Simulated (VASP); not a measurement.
# VN2 (I4/mcm) in VASP: a series of runs

Runs on VN2. Level: PBE. Tasks: single point.

All numbers are computed with VASP 6.6.1; they aren't measurements. Logs are shortened: lines on timing, memory, paths and dates and some standing lists are left out, and cuts for length are marked.

### Step 1. The cell of the first run

Symmetry: I4/mcm, No. 140, tetragonal system. Conventional cell: a = 4.414 Å, b = 4.414 Å, c = 4.720 Å, α = 90.00°, β = 90.00°, γ = 90.00°. Within 2.8 Å of V (site symmetry 422) lie 8 N at 2.13 Å and 2 V at 2.36 Å. Within 1.9 Å of N (site symmetry m2m) lie 1 N at 1.42 Å.

### Step 2. Single point, PBE (strain +0.025 along x and y, -0.050 along z)

File INCAR:

```
PREC = Accurate ; ENCUT = 520
EDIFF = 1E-6 ; ISMEAR = 0
SIGMA = 0.15 ; LREAL = False
LASPH = True ; NELM = 80
ALGO = Fast ; ISIF = 2
LWAVE = False ; LCHARG = False
GGA = PE ; NBANDS = 32
```

File KPOINTS:

```
Automatic mesh
0
Gamma
  16 16 16
```

File POSCAR:

```
VN2
1.0
   -2.2071827141      2.2071827141      2.3600290217
    2.2071827141     -2.2071827141      2.3600290217
    2.2071827141      2.2071827141     -2.3600290217
V N
2 4
Direct
    0.2500000000      0.2500000000      0.0000000000
    0.7500000000      0.7500000000      0.0000000000
    0.1135731475      0.6135731475      0.7271462950
    0.6135731475      0.8864268525      0.5000000000
    0.8864268525      0.3864268525      0.2728537050
    0.3864268525      0.1135731475      0.5000000000
```

Potentials or basis: VASP PAW PBE potentials, release 64 (V_sv, N).

Started as:

```sh
cat potpaw_PBE.64/V_sv/POTCAR potpaw_PBE.64/N/POTCAR > POTCAR
mpirun -np 1 vasp_std > vasp.out
```

OUTCAR:

```text
PREC = Accurate
   ENCUT = 520
   EDIFF = 1E-6
   ISMEAR = 0
   LREAL = False
   LASPH = True
   NELM = 80
   ISIF = 2
   GGA = PE

 ion  position               nearest neighbor table
   1  0.250  0.250  0.000-   5 2.13   4 2.13   3 2.13   5 2.13   6 2.13   6 2.13   3 2.13   4 2.13
                             2 2.36   2 2.36
   2  0.750  0.750  0.000-   6 2.13   5 2.13   3 2.13   4 2.13   5 2.13   4 2.13   6 2.13   3 2.13
                             1 2.36   1 2.36
   3  0.114  0.614  0.727-   5 1.42   1 2.13   1 2.13   2 2.13   2 2.13
   4  0.614  0.886  0.500-   6 1.42   2 2.13   1 2.13   2 2.13   1 2.13
   5  0.886  0.386  0.273-   3 1.42   2 2.13   1 2.13   2 2.13   1 2.13
   6  0.386  0.114  0.500-   4 1.42   1 2.13   2 2.13   1 2.13   2 2.13

  LATTYP: Found a body centered tetragonal cell.
 ALAT       =     4.4143654282
 C/A-ratio  =     1.0692495037

  Lattice vectors:

 A1 = (  -2.2071827141,   2.2071827141,   2.3600290217)
 A2 = (   2.2071827141,  -2.2071827141,   2.3600290217)
 A3 = (   2.2071827141,   2.2071827141,  -2.3600290217)

Analysis of symmetry for initial positions (statically):
=====================================================================
 Subroutine PRICEL returns:
 Original cell was already a primitive cell.

 Routine SETGRP: Setting up the symmetry group for a
 body centered tetragonal supercell.

 Subroutine GETGRP returns: Found 16 space group operations
 (whereof  8 operations were pure point group operations)
 out of a pool of 16 trial point group operations.

The static configuration has the point symmetry C_4h.
 The point group associated with its full space group is D_4h.

Analysis of symmetry for dynamics (positions and initial velocities):
=====================================================================
 Subroutine PRICEL returns:
 Original cell was already a primitive cell.

 Routine SETGRP: Setting up the symmetry group for a
 body centered tetragonal supercell.

 Subroutine GETGRP returns: Found 16 space group operations
 (whereof  8 operations were pure point group operations)
 out of a pool of 16 trial point group operations.

The dynamic configuration has the point symmetry C_4h.
 The point group associated with its full space group is D_4h.

 Subroutine INISYM returns: Found 16 space group operations
 (whereof  8 operations are pure point group operations),
 and found     1 'primitive' translations

----------------------------------------------------------------------------------------

                                     Primitive cell

  volume of cell :      45.9890

  direct lattice vectors                    reciprocal lattice vectors
    -2.207182714  2.207182714  2.360029022     0.000000000  0.226533126  0.211861801
     2.207182714 -2.207182714  2.360029022     0.226533126  0.000000000  0.211861801
     2.207182714  2.207182714 -2.360029022     0.226533126  0.226533126  0.000000000

  length of vectors
     3.913188987  3.913188987  3.913188987     0.310165569  0.310165569  0.320366219

  position of ions in fractional coordinates (direct lattice)
     0.250000000  0.250000000  0.000000000
     0.750000000  0.750000000  0.000000000
     0.113573147  0.613573147  0.727146295
     0.613573147  0.886426853  0.500000000
     0.886426853  0.386426853  0.272853705
     0.386426853  0.113573147  0.500000000

  ion indices of the primitive-cell ions
   primitive index   ion index
                 1           1
                 2           2
                 3           3
                 4           4
                 5           5
                 6           6

----------------------------------------------------------------------------------------

 KPOINTS: Automatic mesh

Automatic generation of k-mesh.
 Grid dimensions read from file:
 generate k-points for:   16   16   16

 Generating k-lattice:

  Cartesian coordinates                     Fractional coordinates (reciprocal lattice)
     0.000000000  0.014158320  0.013241363     0.062500000  0.000000000  0.000000000
     0.014158320  0.000000000  0.013241363     0.000000000  0.062500000  0.000000000
     0.014158320  0.014158320  0.000000000     0.000000000  0.000000000  0.062500000

  Length of vectors
     0.019385348  0.019385348  0.020022889

  Shift w.r.t. Gamma in fractional coordinates (k-lattice)
     0.000000000  0.000000000  0.000000000

 Subroutine IBZKPT returns following result:
 ===========================================

 Found    349 irreducible k-points:

 Following reciprocal coordinates:
            Coordinates               Weight
  0.000000  0.000000  0.000000      1.000000
  0.062500  0.000000  0.000000      8.000000
  0.125000  0.000000  0.000000      8.000000
  0.187500 -0.000000  0.000000      8.000000
  0.250000  0.000000  0.000000      8.000000
  0.312500  0.000000  0.000000      8.000000
[... 16 lines left out ...]
 -0.125000  0.062500  0.000000     16.000000
 -0.062500  0.062500  0.000000      4.000000
 [... further k-points ...]
   k-points           NKPTS =    349   k-points in BZ     NKDIM =    349   number of bands    NBANDS=     32
   number of dos      NEDOS =    301   number of ions     NIONS =      6
   total plane-waves  NPLWV =  27000
   dimension x,y,z NGX =    30 NGY =   30 NGZ =   30
   dimension x,y,z NGXF=    60 NGYF=   60 NGZF=   60
   ions per type =               2   4
   NGX,Y,Z   is equivalent  to a cutoff of  12.75, 12.75, 12.75 a.u.
   NGXF,Y,Z  is equivalent  to a cutoff of  25.49, 25.49, 25.49 a.u.
 SYSTEM =  unknown system
   PREC   = accura    normal or accurate (medium, high low for compatibility)
   ISTART =      0    job   : 0-new  1-cont  2-samecut
   ICHARG =      2    charge: 1-file 2-atom 10-const
   ISPIN  =      1    spin polarized calculation?
   LNONCOLLINEAR =      F non collinear calculations
   LSORBIT =      F    spin-orbit coupling
   LASPH  =      T    aspherical Exc in radial PAW
   ENCUT  =  520.0 eV  38.22 Ry    6.18 a.u.   7.28  7.28  7.28*2*pi/ulx,y,z
   NELM   =     80;   NELMIN=  2; NELMDL= -5     # of ELM steps
   EDIFF  = 0.1E-05   stopping-criterion for ELM
   LREAL  =      F    real-space projection
   EDIFFG = 0.1E-04   stopping-criterion for IOM
   NSW    =      0    number of steps for IOM
   IBRION =     -1    ionic relax: 0-MD 1-quasi-New 2-CG
   NFREE  =      0    steps in history (QN), initial steepest desc. (CG)
   ISIF   =      2    stress and relaxation
   ISYM   =      2    0-nonsym 1-usesym 2-fastsym
   POTIM  = 0.5000    time-step for ionic-motion
   TEBEG  =    0.0;   TEEND  =   0.0 temperature during run
   PSTRESS=    0.0 pullay stress
   NELECT =      46.0000    total number of electrons
   NUPDOWN=      -1.0000    fix difference up-down
   EMIN   =  10.00;   EMAX   =-10.00  energy-range for DOS
   EFERMI =   0.00;   METHOD = LEGACY
   ISMEAR =     0;   SIGMA  =   0.15  broadening in eV -4-tet -1-fermi 0-gaus
   EFERMI_NEDOS =   21; number of points for ismear=-14 and -15
   IALGO  =     68    algorithm
   IMIX   =      4    mixing-type and parameters
     AMIX     =   0.40;   BMIX     =  1.00
     AMIX_MAG =   1.60;   BMIX_MAG =  1.00
  volume/ion in A,a.u.               =       7.66        51.72
  Fermi-wavevector in a.u.,A,eV,Ry     =   1.637229  3.093915 36.470680  2.680519
  Thomas-Fermi vector in A             =   2.728404
   LORBIT       =      0    0 simple, 1 ext, 2 COOP (PROOUT), +10 PAW based schemes
   GGA     = PE    functional components
   LHFCALC =     F    Hartree Fock is set to
   AEXX    =    0.0000 exact exchange contribution
   IVDW    =     0    specifies the selected vdW correction
   LEPSILON=     F    determine dielectric tensor
   LRPA    =     F    only Hartree local field effects (RPA)
 non-spin polarized calculation
 RMM-DIIS sequential band-by-band and
 Gauss-broadening in eV      SIGMA  =   0.15
  energy-cutoff  :      520.00
  volume of cell :       45.99
 maximum number of plane-waves:      1261
 NGX is ok and might be reduce to    30
   NGX = 15   NGY = 15   NGZ = 15

 number of electron      46.0000003 magnetization

 Free energy of the ion-electron system (eV)
  ---------------------------------------------------
  ext. energy  EPLUGINS =         0.00000000
  ---------------------------------------------------
  free energy    TOTEN  =       -53.03208630 eV

  energy without entropy =      -53.01588571  energy(sigma->0) =      -53.02398601

 E-fermi :  11.2492     XC(G=0): -13.6823

 val. band max:       11.2457382128   @ k =  -0.1875  -0.3125   0.1875
 cond. band min:      11.2639931940   @ k =  -0.4375   0.3125  -0.0000
 fundamental gap:      0.0182549812
 Fermi energy:        11.2492027488

 k-point     1 :       0.0000    0.0000    0.0000
  band No.  band energies     occupation
      1     -54.2620      2.00000
      2     -54.0108      2.00000
      3     -28.5589      2.00000
      4     -28.1057      2.00000
      5     -28.1057      2.00000
      6     -28.0179      2.00000
[... 24 lines left out ...]
     31      13.5468      0.00000
     32      15.9664      0.00000

 k-point     2 :       0.0625    0.0000    0.0000
  band No.  band energies     occupation
      1     -54.2596      2.00000
      2     -54.0133      2.00000
      3     -28.5471      2.00000
      4     -28.1056      2.00000
      5     -28.1053      2.00000
      6     -28.0192      2.00000
[... 24 lines left out ...]
     31      13.6191      0.00000
     32      15.9053      0.00000

 k-point     3 :       0.1250    0.0000    0.0000
  band No.  band energies     occupation
      1     -54.2525      2.00000
      2     -54.0204      2.00000
      3     -28.5120      2.00000
      4     -28.1048      2.00000
      5     -28.1037      2.00000
      6     -28.0231      2.00000
[... 24 lines left out ...]
     31      13.8249      0.00000
     32      15.7288      0.00000

 k-point     4 :       0.1875   -0.0000    0.0000
  band No.  band energies     occupation
      1     -54.2410      2.00000
      2     -54.0321      2.00000
      3     -28.4548      2.00000
      4     -28.1034      2.00000
      5     -28.1012      2.00000
      6     -28.0292      2.00000
[... 24 lines left out ...]
     31      14.0334      0.00000
     32      15.4570      0.00000

 k-point     5 :       0.2500    0.0000    0.0000
  band No.  band energies     occupation
      1     -54.2254      2.00000
      2     -54.0478      2.00000
      3     -28.3772      2.00000
      4     -28.1010      2.00000
      5     -28.0974      2.00000
      6     -28.0371      2.00000
[... 584 lines left out ...]
     31      14.2259      0.00000
     32      15.1923      0.00000

 k-point    22 :      -0.1875    0.0625    0.0000
  band No.  band energies     occupation
      1     -54.2513      2.00000
      2     -54.0214      2.00000
      3     -28.5150      2.00000
      4     -28.1214      2.00000
      5     -28.1026      2.00000
      6     -28.0246      2.00000
[... 24 lines left out ...]
     31      14.0614      0.00000
     32      15.5016      0.00000

 k-point    23 :      -0.1250    0.0625    0.0000
  band No.  band energies     occupation
      1     -54.2588      2.00000
      2     -54.0139      2.00000
      3     -28.5492      2.00000
      4     -28.1173      2.00000
      5     -28.1043      2.00000
      6     -28.0204      2.00000
[... 24 lines left out ...]
     31      13.8328      0.00000
     32      15.7411      0.00000

 k-point    24 :      -0.0625    0.0625    0.0000
  band No.  band energies     occupation
      1     -54.2616      2.00000
      2     -54.0112      2.00000
      3     -28.5599      2.00000
      4     -28.1119      2.00000
      5     -28.1052      2.00000
      6     -28.0185      2.00000
[... 24 lines left out ...]
     31      13.6310      0.00000
     32      15.8805      0.00000

 [... further k-points ...]
[... 5 lines left out ...]
  --------------------------------------------------------------------------------------
  -------------------------------------------------------------------------------------
  Total       -4.7406751     -4.7406751      9.1673678      0.0000000      0.0000000      0.0000000
  in kB     -165.1569545   -165.1569545    319.3753053      0.0000000      0.0000000      0.0000000
  external PRESSURE =      -3.6462013 kB  Pullay stress =       0.0000000 kB

 VOLUME and BASIS-vectors are now :
 -----------------------------------------------------------------------------
  energy-cutoff  :      520.00
  volume of cell :       45.99
      direct lattice vectors                 reciprocal lattice vectors
    -2.207182714  2.207182714  2.360029022     0.000000000  0.226533126  0.211861801
     2.207182714 -2.207182714  2.360029022     0.226533126  0.000000000  0.211861801
     2.207182714  2.207182714 -2.360029022     0.226533126  0.226533126  0.000000000

 POSITION                                       TOTAL-FORCE (eV/Angst)
 -----------------------------------------------------------------------------------
      0.00000      0.00000      1.18001         0.000000     -0.000000      0.000000
      0.00000      0.00000      3.54004         0.000000      0.000000      0.000000
      2.70854      0.50135      0.00000        -0.148504     -0.148504     -0.000000
      1.70583      0.50135      2.36003         0.148504     -0.148504      0.000000
     -0.50135      1.70583      2.36003         0.148504      0.148504      0.000000
      0.50135      1.70583      0.00000        -0.148504      0.148504     -0.000000
 -----------------------------------------------------------------------------------
    total drift:                                0.000000     -0.000000      0.000000

  FREE ENERGIE OF THE ION-ELECTRON SYSTEM (eV)
  ---------------------------------------------------
  free  energy   TOTEN  =       -53.0320863014 eV

  energy  without entropy=      -53.0158857091  energy(sigma->0) =      -53.02398601
```

It took 9.1 min on 1 thread of Oxide Virtual Turin-like, shared host; peak memory 0.44 GiB.

Results:

```yaml
Free_energy: -53.0321 eV
Pressure: -0.4 GPa
Largest_force: 0.210 eV/Å
Band_gap_on_the_k_mesh: zero (bands 23 and 24 overlap by 0.30 eV)
```

Forces on the atoms (eV/Å):
```
V    0.000  0.000  0.000
V    0.000  0.000  0.000
N   -0.149 -0.149  0.000
N    0.149 -0.149  0.000
N    0.149  0.149  0.000
N   -0.149  0.149  0.000
```

Stress tensor (GPa, compression positive):
```
-16.52   0.00   0.00
  0.00 -16.52   0.00
  0.00   0.00  31.94
```

Levels at points of the mesh, in eV from the Fermi level:
```csv
k point,band 19,band 20,band 21,band 22,band 23,band 24,band 25,band 26,band 27,band 28
"(0.00, 0.00, 0.00)",-3.03,-2.75,-2.57,-2.41,-2.41,0.81,1.39,1.39,1.72,1.98
"(0.50, 0.00, 0.00)",-3.34,-3.34,-2.81,-2.81,0.17,0.17,0.80,0.80,1.38,1.38
"(0.50, 0.50, 0.00)",-4.72,-3.40,-2.78,-2.60,-1.48,-0.11,1.15,1.31,1.92,2.15
"(0.50, 0.50, 0.50)",-4.06,-1.39,-1.39,-0.89,-0.49,0.13,0.32,0.67,1.75,1.75
```

Caveat: the cell differs from its parent crystal (strain +0.025 along x and y, -0.050 along z); the stress differs along the axes, from -17 to 32 GPa; the run has no spin polarisation, though such a crystal can be magnetic.

### Step 3. Single point, PBE (strain +0.000 along x and y, +0.025 along z)

File INCAR:

```
SYSTEM = VN2
PREC     = Accurate       ! precision mode
ENCUT    = 520            ! plane-wave cutoff, eV
EDIFF    = 1E-6           ! SCF threshold, eV
ISMEAR   = 0              ! smearing method
SIGMA    = 0.15           ! smearing width, eV
LREAL    = .FALSE.        ! projectors in reciprocal space
LASPH    = .TRUE.         ! aspherical terms in the spheres
NELM     = 100            ! most SCF steps
ALGO     = Fast           ! electronic algorithm
ISIF     = 2              ! what is computed and relaxed
LWAVE    = .FALSE.        ! write WAVECAR
LCHARG   = .TRUE.         ! write CHGCAR
GGA      = PE             ! functional
LELF     = .TRUE.         ! ELF
LVHAR    = .TRUE.       
NBANDS   = 32             ! bands
```

File KPOINTS:

```
regular mesh
0
G
  16 16 16
  0 0 0
```

POSCAR, as its differences from that of step 2:

```diff
@@ -2,5 +2,5 @@
 1.0
-   -2.2071827141      2.2071827141      2.3600290217
-    2.2071827141     -2.2071827141      2.3600290217
-    2.2071827141      2.2071827141     -2.3600290217
+   -2.1533489894      2.1533489894      2.5463471024
+    2.1533489894     -2.1533489894      2.5463471024
+    2.1533489894      2.1533489894     -2.5463471024
 V N
```

Potentials or basis: VASP PAW PBE potentials, release 64 (V_sv, N).

Started as:

```sh
cat potpaw_PBE.64/V_sv/POTCAR potpaw_PBE.64/N/POTCAR > POTCAR
mpirun -np 1 vasp_std > vasp.out
```

OUTCAR:

```text
SYSTEM = VN2
   PREC = Accurate
   ENCUT = 520
   EDIFF = 1E-6
   ISMEAR = 0
   LREAL = .FALSE.
   LASPH = .TRUE.
   NELM = 100
   ISIF = 2
   GGA = PE

 ion  position               nearest neighbor table
   1  0.250  0.250  0.000-   4 2.15   3 2.15   5 2.15   6 2.15   6 2.15   4 2.15   3 2.15   5 2.15
                             2 2.55   2 2.55
   2  0.750  0.750  0.000-   6 2.15   3 2.15   4 2.15   5 2.15   4 2.15   6 2.15   5 2.15   3 2.15
                             1 2.55   1 2.55
   3  0.114  0.614  0.727-   5 1.38   2 2.15   1 2.15   1 2.15   2 2.15
   4  0.614  0.886  0.500-   6 1.38   2 2.15   1 2.15   2 2.15   1 2.15
   5  0.886  0.386  0.273-   3 1.38   2 2.15   1 2.15   2 2.15   1 2.15
[... 1053 lines left out ...]
  Total       -0.8782939     -0.8782939     -3.5887825      0.0000000     -0.0000000      0.0000000
  in kB      -29.7950428    -29.7950428   -121.7450427      0.0000000     -0.0000000      0.0000000
  external PRESSURE =     -60.4450427 kB  Pullay stress =       0.0000000 kB

 VOLUME and BASIS-vectors are now :
 -----------------------------------------------------------------------------
  energy-cutoff  :      520.00
  volume of cell :       47.23
      direct lattice vectors                 reciprocal lattice vectors
    -2.153348989  2.153348989  2.546347102     0.000000000  0.232196454  0.196359718
     2.153348989 -2.153348989  2.546347102     0.232196454  0.000000000  0.196359718
     2.153348989  2.153348989 -2.546347102     0.232196454  0.232196454  0.000000000

 POSITION                                       TOTAL-FORCE (eV/Angst)
 -----------------------------------------------------------------------------------
      0.00000      0.00000      1.27317         0.000000     -0.000000      0.000000
      0.00000      0.00000      3.81952         0.000000     -0.000000      0.000000
      2.64247      0.48913      0.00000        -0.048506     -0.048506      0.000000
      1.66422      0.48913      2.54635         0.048506     -0.048506      0.000000
     -0.48913      1.66422      2.54635         0.048506      0.048506     -0.000000
      0.48913      1.66422      0.00000        -0.048506      0.048506     -0.000000
 -----------------------------------------------------------------------------------
    total drift:                                0.000000     -0.000000      0.000000

  FREE ENERGIE OF THE ION-ELECTRON SYSTEM (eV)
  ---------------------------------------------------
  free  energy   TOTEN  =       -53.3198297244 eV

  energy  without entropy=      -53.2871737518  energy(sigma->0) =      -53.30350174
```

Wall time 8 min (1 thread of Oxide Virtual Turin-like, shared host); peak memory 0.46 GiB.

What came out:

- Free energy: -53.3198 eV
- Pressure: -6.0 GPa
- Largest force: 0.069 eV/Å
- Band gap on the k mesh: zero (bands 23 and 24 overlap by 0.32 eV)

Forces on the atoms (eV/Å):
```
V    0.000  0.000  0.000
V    0.000  0.000  0.000
N   -0.049 -0.049  0.000
N    0.049 -0.049  0.000
N    0.049  0.049  0.000
N   -0.049  0.049  0.000
```

Caveat: the cell differs from its parent crystal (strain +0.000 along x and y, +0.025 along z); the stress differs along the axes, from -12 to -3 GPa; the run has no spin polarisation, though such a crystal can be magnetic.

(Continued in part 2 of 2.)
